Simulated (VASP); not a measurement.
# V (P6/mmm) in VASP: notebook

V is run at these levels: PBE; tasks: relaxation of cell and atoms, single point.

Everything below comes from runs of VASP 6.6.1. Logs are shortened: lines on timing, memory, paths and dates and some standing lists are left out, and cuts for length are marked.

## 1. The cell of the first run

It takes space group P6/mmm (No. 191, hexagonal). The conventional cell has a = 3.745 Å, b = 3.745 Å, c = 2.322 Å, α = 90.00°, β = 90.00°, γ = 120.00°. Within 3.1 Å of V (site symmetry 6/mmm) lie 14 V at 2.32 to 2.45 Å. V (site symmetry -6m2) has 11 V at 2.16 to 2.45 Å within 2.9 Å.

This isn't the form of V at room conditions, which is bcc.

## 2. Relaxation of cell and atoms, PBE, target pressure 130 GPa, at which the enthalpy is minimised

INCAR

```
PREC = Accurate
ENCUT = 600
EDIFF = 1E-6
ISMEAR = -1
SIGMA = 0.1
LREAL = False
LASPH = True
NELM = 60
ALGO = Normal
ISIF = 3
LWAVE = False
LCHARG = False
GGA = PE
IBRION = 2
NSW = 60
EDIFFG = -0.005
PSTRESS = 1300.0
```

KPOINTS

```
Automatic mesh
0
Gamma
  10 10 13
```

POSCAR

```
V
1.0
    3.7445206071      0.0000000000      0.0000000000
   -1.8722603035      3.2428499707      0.0000000000
    0.0000000000      0.0000000000      2.3216027764
V
3
Direct
    0.0000000000      0.0000000000      0.0000000000
    0.3333333333      0.6666666667      0.5000000000
    0.6666666667      0.3333333333      0.5000000000
```

Potentials or basis: VASP PAW PBE potentials, release 64 (V_sv).

On the command line:

```
$ cat potpaw_PBE.64/V_sv/POTCAR > POTCAR
$ mpirun -np 1 vasp_std > vasp.out
```

OUTCAR:

```text
PREC = Accurate
   ENCUT = 600
   EDIFF = 1E-6
   ISMEAR = -1
   LREAL = False
   LASPH = True
   NELM = 60
   ISIF = 3
   GGA = PE
   IBRION = 2
   NSW = 60
   EDIFFG = -0.005
   PSTRESS = 1300.0

 ion  position               nearest neighbor table
   1  0.000  0.000  0.000-   2 2.45   3 2.45   2 2.45   3 2.45   2 2.45   2 2.45   3 2.45   3 2.45
                             3 2.45   3 2.45   2 2.45   2 2.45
   2  0.333  0.667  0.500-   3 2.16   3 2.16   3 2.16   1 2.45   1 2.45   1 2.45   1 2.45   1 2.45
                             1 2.45
   3  0.667  0.333  0.500-   2 2.16   2 2.16   2 2.16   1 2.45   1 2.45   1 2.45   1 2.45   1 2.45
                             1 2.45

  LATTYP: Found a hexagonal cell.
 ALAT       =     3.7445206071
 C/A-ratio  =     0.6200000000

  Lattice vectors:

 A1 = (   3.7445206071,   0.0000000000,   0.0000000000)
 A2 = (  -1.8722603035,   3.2428499707,   0.0000000000)
 A3 = (   0.0000000000,   0.0000000000,   2.3216027764)

Analysis of symmetry for initial positions (statically):
=====================================================================
 Subroutine PRICEL returns:
 Original cell was already a primitive cell.

 Routine SETGRP: Setting up the symmetry group for a
 hexagonal supercell.

 Subroutine GETGRP returns: Found 24 space group operations
 (whereof 24 operations were pure point group operations)
 out of a pool of 24 trial point group operations.

The static configuration has the point symmetry D_6h.

Analysis of symmetry for dynamics (positions and initial velocities):
=====================================================================
 Subroutine PRICEL returns:
 Original cell was already a primitive cell.

 Routine SETGRP: Setting up the symmetry group for a
 hexagonal supercell.

 Subroutine GETGRP returns: Found 24 space group operations
 (whereof 24 operations were pure point group operations)
 out of a pool of 24 trial point group operations.

The dynamic configuration has the point symmetry D_6h.

 Subroutine INISYM returns: Found 24 space group operations
 (whereof 24 operations are pure point group operations),
 and found     1 'primitive' translations

----------------------------------------------------------------------------------------

                                     Primitive cell

[... 107 lines left out ...]
   ISMEAR =    -1;   SIGMA  =   0.10  broadening in eV -4-tet -1-fermi 0-gaus
   EFERMI_NEDOS =   21; number of points for ismear=-14 and -15
   IALGO  =     38    algorithm
   IMIX   =      4    mixing-type and parameters
     AMIX     =   0.40;   BMIX     =  1.00
     AMIX_MAG =   1.60;   BMIX_MAG =  1.00
  volume/ion in A,a.u.               =       9.40        63.41
  Fermi-wavevector in a.u.,A,eV,Ry     =   1.824145  3.447134 45.273456  3.327505
  Thomas-Fermi vector in A             =   2.879941
   LORBIT       =      0    0 simple, 1 ext, 2 COOP (PROOUT), +10 PAW based schemes
   GGA     = PE    functional components
   LHFCALC =     F    Hartree Fock is set to
   AEXX    =    0.0000 exact exchange contribution
   IVDW    =     0    specifies the selected vdW correction
   LEPSILON=     F    determine dielectric tensor
   LRPA    =     F    only Hartree local field effects (RPA)
 conjugate gradient relaxation of ions
 non-spin polarized calculation
  energy-cutoff  :      600.00
  volume of cell :       28.19
 maximum number of plane-waves:       957
 NGX is ok and might be reduce to    30
   NGX = 15   NGY = 15   NGZ =  9

--------------------------------------- Ionic step        1  -------------------------------------------

 number of electron      39.0000020 magnetization

 Free energy of the ion-electron system (eV)
  ---------------------------------------------------
  ext. energy  EPLUGINS =         0.00000000
  ---------------------------------------------------
  free energy    TOTEN  =       -22.10499068 eV

  energy without entropy =      -22.00201313  energy(sigma->0) =      -22.05350190

------------------------ aborting loop because EDIFF is reached ----------------------------------------

  FORCE on cell =-STRESS in cart. coord.  units (eV):
  Direction    XX          YY          ZZ          XY          YZ          ZX
  --------------------------------------------------------------------------------------
  -------------------------------------------------------------------------------------
  Total       27.0902338     27.0902338     17.5830635      0.0000000     -0.0000000      0.0000000
  in kB     1539.6157303   1539.6157302    999.2959563      0.0000000     -0.0000000      0.0000000
  external PRESSURE =      59.5091390 kB  Pullay stress =    1300.0000000 kB
[... 100 lines left out ...]
  energy  without entropy=      -23.3382169106  energy(sigma->0) =      -23.37995098

  enthalpy is  TOTEN    =         0.2855792226 eV   P V=       23.7072642779

[... ionic steps 4 to 14 ...]

--------------------------------------- Ionic step       15  -------------------------------------------

 number of electron      38.9999979 magnetization

------------------------ aborting loop because EDIFF is reached ----------------------------------------
[... 73 lines left out ...]
--------------------------------------- Ionic step       17  -------------------------------------------

 number of electron      38.9999979 magnetization

 Free energy of the ion-electron system (eV)
  ---------------------------------------------------
  ext. energy  EPLUGINS =         0.00000000
  ---------------------------------------------------
  free energy    TOTEN  =       -22.80827806 eV

  energy without entropy =      -22.72678964  energy(sigma->0) =      -22.76753385

 E-fermi :  15.0793     XC(G=0): -14.9240

 val. band max:       15.0763514940   @ k =   0.2000   0.2000   0.0769
 cond. band min:      15.0820201069   @ k =   0.1000   0.0000   0.1538
 fundamental gap:      0.0056686129
 Fermi energy:        15.0793158833

 k-point     1 :       0.0000    0.0000    0.0000
  band No.  band energies     occupation
      1     -48.9130      2.00000
      2     -48.2575      2.00000
      3     -48.1757      2.00000
      4     -23.0812      2.00000
      5     -23.0812      2.00000
      6     -22.7352      2.00000
[... 613 lines left out ...]
     22      17.3183      0.00000
     23      17.8297      0.00000

 [... further k-points ...]

------------------------ aborting loop because EDIFF is reached ----------------------------------------

  FORCE on cell =-STRESS in cart. coord.  units (eV):
  Direction    XX          YY          ZZ          XY          YZ          ZX
  --------------------------------------------------------------------------------------
  -------------------------------------------------------------------------------------
  Total       23.0494365     23.0494365     23.0588078      0.0000000      0.0000000      0.0000000
  in kB     1299.8962257   1299.8962255   1300.4247331      0.0000001      0.0000000      0.0000000
  external PRESSURE =       0.0723948 kB  Pullay stress =    1300.0000000 kB
[... 22 lines left out ...]
  energy  without entropy=      -22.7267896394  energy(sigma->0) =      -22.76753385

  enthalpy is  TOTEN    =         0.2429985059 eV   P V=       23.0512765693

 reached required accuracy - stopping structural energy minimisation
```

OSZICAR:

```text
N       E                     dE             d eps       ncg     rms          rms(c)
DAV:   1     0.576053336004E+03    0.57605E+03   -0.24205E+04  4516   0.229E+03
DAV:   2     0.180170225846E+01   -0.57425E+03   -0.57035E+03  4550   0.703E+02
DAV:   3    -0.237673934269E+02   -0.25569E+02   -0.25114E+02  5913   0.163E+02
DAV:   4    -0.241578544761E+02   -0.39046E+00   -0.38967E+00  5141   0.223E+01
[... 142 lines left out ...]
  16 F= 0.24299933E+00 E0= 0.28374629E+00  d E =-.193492E-05
       N       E                     dE             d eps       ncg     rms          rms(c)
DAV:   1    -0.228082860326E+02    0.18717E-02   -0.26944E-04  4564   0.235E-01    0.302E-02
DAV:   2    -0.228082789696E+02    0.70630E-05   -0.21975E-05  4725   0.611E-02    0.804E-03
DAV:   3    -0.228082780634E+02    0.90626E-06   -0.32794E-06  4178   0.193E-02
  17 F= 0.24299851E+00 E0= 0.28374272E+00  d E =-.275620E-05
```

Run time: 12 min. Hardware: 1 thread of Intel Xeon Platinum 8259CL at 2.50GHz (Skylake/Cascade Lake), shared host; peak memory 0.2 GiB.

Results:

| Property | Result |
| --- | --- |
| Free energy | -22.8083 eV |
| Relaxed volume | 9.47 Å³/atom |
| Relaxed cell | a = 3.923 Å, b = 3.923 Å, c = 2.132 Å, α = 90.00°, β = 90.00°, γ = 120.00° |
| Space group after relaxing (to 0.1 Å) | P6/mmm (No. 191) |
| Energy change on relaxing (the run minimises the enthalpy) | -234.4 meV/atom |
| Ionic steps | 17 |
| Pressure after relaxing | 130.0 GPa |
| Band gap on the k mesh | zero (an odd number of electrons rules out a gap without spin polarisation) |

The path:
| step | energy change (eV) | largest force (eV/Å) | pressure (GPa) | volume (Å³) |
| --- | --- | --- | --- | --- |
| 1 | 0.0000 | 0.0000 | 135.95 | 28.19 |
| 2 | -1.4388 | 0.0000 | 110.94 | 29.41 |
| 3 | -1.3167 | 0.0000 | 113.99 | 29.22 |
| 4 | 1.9775 | 0.0000 | 198.50 | 26.00 |
| 5 | -0.8558 | 0.0000 | 126.21 | 28.60 |
| 6 | -0.8246 | 0.0000 | 127.02 | 28.57 |
| 7 | -0.8141 | 0.0000 | 127.23 | 28.55 |
| 8 | -0.5698 | 0.0000 | 133.25 | 28.25 |
| 9 | -0.6879 | 0.0000 | 130.39 | 28.39 |
| 10 | -0.6853 | 0.0000 | 130.43 | 28.39 |
| 11 | -0.7317 | 0.0000 | 129.23 | 28.44 |
| 12 | -0.6990 | 0.0000 | 130.08 | 28.40 |
| 13 | -0.6995 | 0.0000 | 130.08 | 28.40 |
| 14 | -0.7156 | 0.0000 | 129.64 | 28.42 |
| 15 | -0.7000 | 0.0000 | 130.05 | 28.41 |
| 16 | -0.7052 | 0.0000 | 129.91 | 28.41 |
| 17 | -0.7033 | 0.0000 | 130.01 | 28.41 |

Final structure:
```
V
1.0
     3.92253    0.00000    0.00000
    -1.96127    3.39701    0.00000
     0.00000    0.00000    2.13205
V
3
Direct
  0.00000 0.00000 0.00000
  0.33333 0.66667 0.50000
  0.66667 0.33333 0.50000
```

Caveat: the cell is relaxed towards a set pressure, so the run minimises the enthalpy, not the energy.

(Continued in part 2 of 2.)
